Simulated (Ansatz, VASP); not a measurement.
## Ge: VASP beside Ansatz

```
Ge
1.0
     3.99759    0.00000    0.00000
    -1.99879    3.46201    0.00000
     0.00000    0.00000    6.59938
Ge
4
Direct
  0.66667 0.33333 0.06290
  0.33333 0.66667 0.56290
  0.66667 0.33333 0.43710
  0.33333 0.66667 0.93710
```

Alike in both runs: task relaxation of cell and atoms; functional LDA; k mesh 8 × 8 × 4; occupations fermi-dirac, width 0.1 eV; no spin polarisation.

|  | VASP | Ansatz |
| --- | --- | --- |
| version | VASP 6.6.1 | Ansatz 0.2.0 |
| potentials or method | VASP PAW LDA potentials, release 64 (Ge_d), cutoff 600 eV | plane waves, PAW |
| valence electrons in the cell | 56 | 56 |

VASP gave:

- relaxed volume (Å³/atom): 22.22
- relaxed cell length with the largest relative difference (Å): 6.532

Which values does Ansatz return?

Relaxed volume (Å³/atom): 22.18; relaxed cell length with the largest relative difference (Å): 6.525.

LDA's correlation is that of Perdew and Zunger in VASP and of Perdew and Wang (1992) in Ansatz. Ansatz's warnings: stress scf threshold loose.
